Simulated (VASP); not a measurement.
# CuRuC4N4 (P-43m) in VASP: notebook

The runs below take CuRuC4N4 through single point, with PBE.

Everything below comes from runs of VASP 6.6.1. Logs are shortened: lines on timing, memory, paths and dates and some standing lists are left out, and cuts for length are marked.

### 1 The cell of the first run

The structure is cubic, space group P-43m (No. 215). Conventional cell: a = 5.828 Å, b = 5.828 Å, c = 5.828 Å, α = 90.00°, β = 90.00°, γ = 90.00°. Cu (site symmetry -43m) has 4 N at 1.93 Å within 2.6 Å. Within 2.6 Å of Ru (site symmetry -43m) lie 4 C at 1.94 Å. Within 1.6 Å of C (site symmetry 3m) lie 1 N at 1.18 Å. N (site symmetry 3m) has 1 C at 1.18 Å within 1.6 Å.

### 2 Single point, PBE, collinear spin, antiferromagnetic start

INCAR

```
PREC = Accurate ; ENCUT = 520
EDIFF = 1E-6 ; ISMEAR = 0
SIGMA = 0.1 ; LREAL = False
LASPH = True ; NELM = 150
ALGO = Normal ; ISIF = 2
LWAVE = False ; LCHARG = False
ISPIN = 2 ; MAGMOM = 1 -1 0 0 0 0 0 0 0 0
LORBIT = 11 ; LMAXMIX = 4
GGA = PE ; NBANDS = 46
```

KPOINTS

```
regular mesh
0
Gamma
  4 4 4
```

POSCAR

```
CuRuC4N4
1.0
    5.8279191426      0.0000000000      0.0000000000
    0.0000000000      5.8279191426      0.0000000000
    0.0000000000      0.0000000000      5.8279191426
Cu Ru C N
1 1 4 4
Direct
    0.5000000000      0.5000000000      0.5000000000
    0.0000000000      0.0000000000      0.0000000000
    0.1923578698      0.1923578698      0.1923578698
    0.1923578698      0.8076421302      0.8076421302
    0.8076421302      0.1923578698      0.8076421302
    0.8076421302      0.8076421302      0.1923578698
    0.3090573060      0.3090573060      0.3090573060
    0.3090573060      0.6909426940      0.6909426940
    0.6909426940      0.3090573060      0.6909426940
    0.6909426940      0.6909426940      0.3090573060
```

Potentials or basis: VASP PAW PBE potentials, release 64 (Cu, Ru_pv, C, N).

On the command line:

```console
$ cat potpaw_PBE.64/Cu/POTCAR potpaw_PBE.64/Ru_pv/POTCAR potpaw_PBE.64/C/POTCAR potpaw_PBE.64/N/POTCAR > POTCAR
$ mpirun -np 1 vasp_std > vasp.out
```

OUTCAR:

```text
PREC = Accurate
   ENCUT = 520
   EDIFF = 1E-6
   ISMEAR = 0
   LREAL = False
   LASPH = True
   NELM = 150
   ISIF = 2
   ISPIN = 2
   LORBIT = 11
   GGA = PE

 ion  position               nearest neighbor table
   1  0.500  0.500  0.500-   7 1.93   8 1.93   9 1.93  10 1.93
   2  0.000  0.000  0.000-   3 1.94   4 1.94   5 1.94   6 1.94
   3  0.192  0.192  0.192-   7 1.18   2 1.94
   4  0.192  0.808  0.808-   8 1.18   2 1.94
   5  0.808  0.192  0.808-   9 1.18   2 1.94
   6  0.808  0.808  0.192-  10 1.18   2 1.94
   7  0.309  0.309  0.309-   3 1.18   1 1.93
   8  0.309  0.691  0.691-   4 1.18   1 1.93
   9  0.691  0.309  0.691-   5 1.18   1 1.93
  10  0.691  0.691  0.309-   6 1.18   1 1.93

  LATTYP: Found a simple cubic cell.
 ALAT       =     5.8279191426

  Lattice vectors:

 A1 = (   5.8279191426,   0.0000000000,   0.0000000000)
 A2 = (   0.0000000000,   5.8279191426,   0.0000000000)
 A3 = (   0.0000000000,   0.0000000000,   5.8279191426)

Analysis of symmetry for initial positions (statically):
=====================================================================
 Subroutine PRICEL returns:
 Original cell was already a primitive cell.

 Routine SETGRP: Setting up the symmetry group for a
 simple cubic supercell.

 Subroutine GETGRP returns: Found 24 space group operations
 (whereof 24 operations were pure point group operations)
 out of a pool of 48 trial point group operations.

The static configuration has the point symmetry T_d .

Analysis of symmetry for dynamics (positions and initial velocities):
=====================================================================
 Subroutine PRICEL returns:
 Original cell was already a primitive cell.

 Routine SETGRP: Setting up the symmetry group for a
 simple cubic supercell.

 Subroutine GETGRP returns: Found 24 space group operations
 (whereof 24 operations were pure point group operations)
 out of a pool of 48 trial point group operations.

The dynamic configuration has the point symmetry T_d .

Analysis of structural, dynamic, and magnetic symmetry:
=====================================================================
 Subroutine PRICEL returns:
 Original cell was already a primitive cell.

 Routine SETGRP: Setting up the symmetry group for a
 simple cubic supercell.

 Subroutine GETGRP returns: Found 24 space group operations
 (whereof 24 operations were pure point group operations)
 out of a pool of 48 trial point group operations.

The overall configuration has the point symmetry T_d .

 Subroutine INISYM returns: Found 24 space group operations
 (whereof 24 operations are pure point group operations),
 and found     1 'primitive' translations

----------------------------------------------------------------------------------------

                                     Primitive cell

  volume of cell :     197.9432

  direct lattice vectors                    reciprocal lattice vectors
     5.827919143  0.000000000  0.000000000     0.171587830  0.000000000  0.000000000
     0.000000000  5.827919143  0.000000000     0.000000000  0.171587830  0.000000000
     0.000000000  0.000000000  5.827919143     0.000000000  0.000000000  0.171587830

  length of vectors
     5.827919143  5.827919143  5.827919143     0.171587830  0.171587830  0.171587830

  position of ions in fractional coordinates (direct lattice)
     0.500000000  0.500000000  0.500000000
     0.000000000  0.000000000  0.000000000
     0.192357870  0.192357870  0.192357870
     0.192357870  0.807642130  0.807642130
     0.807642130  0.192357870  0.807642130
     0.807642130  0.807642130  0.192357870
     0.309057306  0.309057306  0.309057306
     0.309057306  0.690942694  0.690942694
     0.690942694  0.309057306  0.690942694
     0.690942694  0.690942694  0.309057306
[... 55 lines left out ...]
   dimension x,y,z NGX =    48 NGY =   48 NGZ =   48
   dimension x,y,z NGXF=    96 NGYF=   96 NGZF=   96
   ions per type =               1   1   4   4
   NGX,Y,Z   is equivalent  to a cutoff of  13.69, 13.69, 13.69 a.u.
   NGXF,Y,Z  is equivalent  to a cutoff of  27.38, 27.38, 27.38 a.u.
 SYSTEM =  unknown system
   PREC   = accura    normal or accurate (medium, high low for compatibility)
   ISTART =      0    job   : 0-new  1-cont  2-samecut
   ICHARG =      2    charge: 1-file 2-atom 10-const
   ISPIN  =      2    spin polarized calculation?
   LNONCOLLINEAR =      F non collinear calculations
   LSORBIT =      F    spin-orbit coupling
   LASPH  =      T    aspherical Exc in radial PAW
   ENCUT  =  520.0 eV  38.22 Ry    6.18 a.u.  10.84 10.84 10.84*2*pi/ulx,y,z
   NELM   =    150;   NELMIN=  2; NELMDL= -5     # of ELM steps
   EDIFF  = 0.1E-05   stopping-criterion for ELM
   LREAL  =      F    real-space projection
   EDIFFG = 0.1E-04   stopping-criterion for IOM
   NSW    =      0    number of steps for IOM
   IBRION =     -1    ionic relax: 0-MD 1-quasi-New 2-CG
   NFREE  =      0    steps in history (QN), initial steepest desc. (CG)
   ISIF   =      2    stress and relaxation
   ISYM   =      2    0-nonsym 1-usesym 2-fastsym
   POTIM  = 0.5000    time-step for ionic-motion
   TEBEG  =    0.0;   TEEND  =   0.0 temperature during run
   PSTRESS=    0.0 pullay stress
   NELECT =      61.0000    total number of electrons
   NUPDOWN=      -1.0000    fix difference up-down
   EMIN   =  10.00;   EMAX   =-10.00  energy-range for DOS
   EFERMI =   0.00;   METHOD = LEGACY
   ISMEAR =     0;   SIGMA  =   0.10  broadening in eV -4-tet -1-fermi 0-gaus
   EFERMI_NEDOS =   21; number of points for ismear=-14 and -15
   IALGO  =     38    algorithm
   IMIX   =      4    mixing-type and parameters
     AMIX     =   0.40;   BMIX     =  1.00
     AMIX_MAG =   1.60;   BMIX_MAG =  1.00
  volume/ion in A,a.u.               =      19.79       133.58
  Fermi-wavevector in a.u.,A,eV,Ry     =   1.105786  2.089633 16.636709  1.222764
  Thomas-Fermi vector in A             =   2.242278
   LORBIT       =     11    0 simple, 1 ext, 2 COOP (PROOUT), +10 PAW based schemes
   GGA     = PE    functional components
   LHFCALC =     F    Hartree Fock is set to
   AEXX    =    0.0000 exact exchange contribution
   IVDW    =     0    specifies the selected vdW correction
   LEPSILON=     F    determine dielectric tensor
   LRPA    =     F    only Hartree local field effects (RPA)
 spin polarized calculation
 Gauss-broadening in eV      SIGMA  =   0.10
  energy-cutoff  :      520.00
  volume of cell :      197.94
 maximum number of plane-waves:      5400
 NGX is ok and might be reduce to    48
   NGX = 21   NGY = 21   NGZ = 21

 number of electron      61.0000005 magnetization       0.2780204

 number of electron      61.0000006 magnetization      -0.9886554

 Free energy of the ion-electron system (eV)
  ---------------------------------------------------
  ext. energy  EPLUGINS =         0.00000000
  ---------------------------------------------------
  free energy    TOTEN  =       -77.27303263 eV

  energy without entropy =      -77.22540953  energy(sigma->0) =      -77.24922108

 E-fermi :  -0.2644     XC(G=0):  -7.4180

 val. band max:       -0.2690808681   @ k =   0.2500   0.0000   0.0000
 cond. band min:      -0.2616123362   @ k =   0.5000   0.2500   0.2500
 fundamental gap:      0.0074685319
 Fermi energy:        -0.2644416088

 spin component 1

 k-point     1 :       0.0000    0.0000    0.0000
  band No.  band energies     occupation
      1     -43.6673      1.00000
      2     -43.6673      1.00000
      3     -43.6673      1.00000
      4     -18.2393      1.00000
      5     -18.0991      1.00000
      6     -18.0991      1.00000
[... 439 lines left out ...]
     41       5.0531      0.00000
     42       7.2081      0.00000
 Fermi energy:        -0.2644416088

 spin component 2

 k-point     1 :       0.0000    0.0000    0.0000
  band No.  band energies     occupation
      1     -44.0539      1.00000
      2     -44.0539      1.00000
      3     -44.0539      1.00000
      4     -18.2970      1.00000
      5     -18.1566      1.00000
      6     -18.1566      1.00000
[... 439 lines left out ...]
     41       4.9543      0.00000
     42       7.1510      0.00000
 [bands above 42 left out]

------------------------ aborting loop because EDIFF is reached ----------------------------------------

  FORCE on cell =-STRESS in cart. coord.  units (eV):
  Direction    XX          YY          ZZ          XY          YZ          ZX
  --------------------------------------------------------------------------------------
  -------------------------------------------------------------------------------------
  Total        0.6347847      0.6347847      0.6347847      0.0000000     -0.0000000      0.0000000
  in kB        5.1380285      5.1380285      5.1380285      0.0000000     -0.0000000      0.0000000
  external PRESSURE =       5.1380285 kB  Pullay stress =       0.0000000 kB

 VOLUME and BASIS-vectors are now :
 -----------------------------------------------------------------------------
  energy-cutoff  :      520.00
  volume of cell :      197.94
      direct lattice vectors                 reciprocal lattice vectors
     5.827919143  0.000000000  0.000000000     0.171587830  0.000000000  0.000000000
     0.000000000  5.827919143  0.000000000     0.000000000  0.171587830  0.000000000
     0.000000000  0.000000000  5.827919143     0.000000000  0.000000000  0.171587830

 POSITION                                       TOTAL-FORCE (eV/Angst)
 -----------------------------------------------------------------------------------
      2.91396      2.91396      2.91396         0.000000      0.000000      0.000000
      0.00000      0.00000      0.00000         0.000000      0.000000      0.000000
      1.12105      1.12105      1.12105        -0.186693     -0.186693     -0.186693
      1.12105      4.70687      4.70687        -0.186693      0.186693      0.186693
      4.70687      1.12105      4.70687         0.186693     -0.186693      0.186693
      4.70687      4.70687      1.12105         0.186693      0.186693     -0.186693
      1.80116      1.80116      1.80116         0.134005      0.134005      0.134005
      1.80116      4.02676      4.02676         0.134005     -0.134005     -0.134005
      4.02676      1.80116      4.02676        -0.134005      0.134005     -0.134005
      4.02676      4.02676      1.80116        -0.134005     -0.134005      0.134005
 -----------------------------------------------------------------------------------
    total drift:                               -0.000000     -0.000000      0.000000

  FREE ENERGIE OF THE ION-ELECTRON SYSTEM (eV)
  ---------------------------------------------------
  free  energy   TOTEN  =       -77.2730326330 eV

  energy  without entropy=      -77.2254095274  energy(sigma->0) =      -77.24922108

 total charge

# of ion       s       p       d       tot
------------------------------------------
    1        0.361   0.493   9.133   9.986
    2        0.437   6.341   6.049  12.826
    3        0.945   1.653   0.000   2.599
    4        0.945   1.653   0.000   2.599
    5        0.945   1.653   0.000   2.599
    6        0.945   1.653   0.000   2.599
    7        1.306   2.544   0.000   3.850
    8        1.306   2.544   0.000   3.850
    9        1.306   2.544   0.000   3.850
   10        1.306   2.544   0.000   3.850
--------------------------------------------------
tot          9.803  23.624  15.181  48.609

 magnetization (x)

# of ion       s       p       d       tot
------------------------------------------
    1       -0.001   0.001   0.023   0.023
    2       -0.002  -0.062  -0.428  -0.492
    3       -0.007  -0.002   0.000  -0.009
    4       -0.007  -0.002   0.000  -0.009
    5       -0.007  -0.002   0.000  -0.009
    6       -0.007  -0.002   0.000  -0.009
    7       -0.003  -0.037   0.000  -0.040
    8       -0.003  -0.037   0.000  -0.040
    9       -0.003  -0.037   0.000  -0.040
   10       -0.003  -0.037   0.000  -0.040
--------------------------------------------------
tot         -0.042  -0.216  -0.405  -0.663
```

It took 10 min on 1 thread of Intel Xeon Platinum 8559C (Emerald Rapids), shared host; peak memory 0.49 GiB.

Results:

```yaml
Free_energy: -77.2730 eV
Pressure: 0.5 GPa
Largest_force: 0.323 eV/Å
Band_gap_on_the_k_mesh: zero (filled and empty bands overlap)
Net_moment: -0.99 μB per cell
Site_moments: Cu +0.02; Ru -0.49; C -0.01; N -0.04 μB
Valence_electrons_inside_the_program's_atomic_spheres: Cu 9.99; Ru 12.83; C 2.60; N 3.85
```

Forces in eV/Å, atoms in the order of the input:
```
Cu   0.000  0.000  0.000
Ru   0.000  0.000  0.000
C   -0.187 -0.187 -0.187
C   -0.187  0.187  0.187
C    0.187 -0.187  0.187
C    0.187  0.187 -0.187
N    0.134  0.134  0.134
N    0.134 -0.134 -0.134
N   -0.134  0.134 -0.134
N   -0.134 -0.134  0.134
```

Levels at points of the mesh, in eV from the Fermi level:
Spin up:
```
           k point  band 28  band 29  band 30  band 31  band 32  band 33
(0.00, 0.00, 0.00)    -1.15    -1.15    -1.15     0.08     0.08     0.08
(0.50, 0.00, 0.00)    -1.27    -1.27    -0.78     0.34     0.53     0.53
(0.50, 0.50, 0.00)    -1.22    -1.22    -0.79     0.40     0.52     0.52
(0.50, 0.50, 0.50)    -1.11    -1.10    -1.10     0.24     0.24     0.24
```
Spin down:
```tsv
k point	band 27	band 28	band 29	band 30	band 31	band 32	band 33	band 34	band 35	band 36
(0.00, 0.00, 0.00)	-1.27	-1.15	-1.15	-1.15	-0.25	-0.25	-0.25	4.72	4.72	4.72
(0.50, 0.00, 0.00)	-1.78	-1.30	-1.30	-0.80	0.01	0.23	0.23	4.14	4.14	4.63
(0.50, 0.50, 0.00)	-1.77	-1.24	-1.24	-0.81	0.05	0.20	0.20	4.30	4.30	4.49
(0.50, 0.50, 0.50)	-1.19	-1.09	-1.09	-1.09	-0.11	-0.11	-0.11	4.73	4.73	4.73
```

Caveat: the antiferromagnetic order is the one typed at the start, and another may lie lower; a cell with one magnetic atom can't hold antiferromagnetic order, which such compounds often take. With open d or f shells a metallic result of PBE can be an artefact of self-interaction; +U or a hybrid may open a gap.

### 3 Single point, PBE, collinear spin, antiferromagnetic start

This run uses another cell than the first one, of 20.11 Å³/atom.

INCAR

```
SYSTEM = CuRuC4N4
PREC = Accurate
ENCUT = 520
EDIFF = 1E-6
ISMEAR = 0
SIGMA = 0.1
LREAL = .False.
LASPH = .True.
NELM = 150
ALGO = Normal
ISIF = 2
LWAVE = .False.
LCHARG = .False.
ISPIN = 2
MAGMOM = 1 -1 0 0 0 0 0 0 0 0
LORBIT = 11
LMAXMIX = 4
GGA = PE
NBANDS = 46
```

KPOINTS

```
Automatic mesh
0
Gamma
  4 4 4
  0 0 0
```

POSCAR

```
CuRuC4N4
1.0
    5.8583731800      0.0000000000      0.0000000000
    0.0000000000      5.8583731800      0.0000000000
    0.0000000000      0.0000000000      5.8583731800
Cu Ru C N
1 1 4 4
Direct
    0.5000000000      0.5000000000      0.5000000000
    0.0000000000      0.0000000000      0.0000000000
    0.1868532600      0.1868532600      0.1868532600
    0.1868532600      0.8131467400      0.8131467400
    0.8131467400      0.1868532600      0.8131467400
    0.8131467400      0.8131467400      0.1868532600
    0.3021582700      0.3021582700      0.3021582700
    0.3021582700      0.6978417300      0.6978417300
    0.6978417300      0.3021582700      0.6978417300
    0.6978417300      0.6978417300      0.3021582700
```

Potentials or basis: VASP PAW PBE potentials, release 64 (Cu, Ru_pv, C, N).

On the command line:

```console
$ cat potpaw_PBE.64/Cu/POTCAR potpaw_PBE.64/Ru_pv/POTCAR potpaw_PBE.64/C/POTCAR potpaw_PBE.64/N/POTCAR > POTCAR
$ mpirun -np 1 vasp_std > vasp.out
```

Run time: 9.9 min. Hardware: 1 thread of Intel Xeon Platinum 8559C (Emerald Rapids), shared host; peak memory 0.48 GiB.

The run converged. Its results:

```
Free energy                                           : -77.0431 eV
Pressure                                              : 2.0 GPa
Largest force                                         : 1.896 eV/Å
Net moment                                            : 0.00 μB per cell
Valence electrons inside the program's atomic spheres : Cu 9.84; Ru 13.00; C 2.63; N 3.85
```

Forces on the atoms (eV/Å):
```
Cu   0.000  0.000  0.000
Ru   0.000  0.000  0.000
C   -0.233 -0.233 -0.233
C   -0.233  0.233  0.233
C    0.233 -0.233  0.233
C    0.233  0.233 -0.233
N    1.095  1.095  1.095
N    1.095 -1.095 -1.095
N   -1.095  1.095 -1.095
N   -1.095 -1.095  1.095
```

Levels at points of the mesh, in eV from the Fermi level:
Spin up:
| k point | band 28 | band 29 | band 30 | band 31 | band 32 | band 33 |
| --- | --- | --- | --- | --- | --- | --- |
| (0.00, 0.00, 0.00) | -1.21 | -1.21 | -1.21 | -0.19 | -0.19 | -0.19 |
| (0.50, 0.00, 0.00) | -1.33 | -1.33 | -0.93 | 0.07 | 0.24 | 0.24 |
| (0.50, 0.50, 0.00) | -1.27 | -1.27 | -0.94 | 0.11 | 0.23 | 0.23 |
| (0.50, 0.50, 0.50) | -1.16 | -1.16 | -1.16 | -0.04 | -0.04 | -0.04 |
Spin down:
| k point | band 27 | band 28 | band 29 | band 30 | band 31 | band 32 | band 33 | band 34 |
| --- | --- | --- | --- | --- | --- | --- | --- | --- |
| (0.00, 0.00, 0.00) | -1.32 | -1.21 | -1.21 | -1.21 | -0.19 | -0.19 | -0.19 | 4.77 |
| (0.50, 0.00, 0.00) | -1.74 | -1.33 | -1.33 | -0.93 | 0.07 | 0.24 | 0.24 | 4.12 |
| (0.50, 0.50, 0.00) | -1.73 | -1.27 | -1.27 | -0.94 | 0.11 | 0.23 | 0.23 | 4.23 |
| (0.50, 0.50, 0.50) | -1.26 | -1.16 | -1.16 | -1.16 | -0.04 | -0.04 | -0.04 | 4.66 |

Caveat: forces of over 1 eV/Å act on the atoms, so gaps and moduli don't describe the material at rest. With open d or f shells a metallic result of PBE can be an artefact of self-interaction; +U or a hybrid may open a gap.

The gap in the log of VASP goes by the Fermi energy; the results here count the filled bands.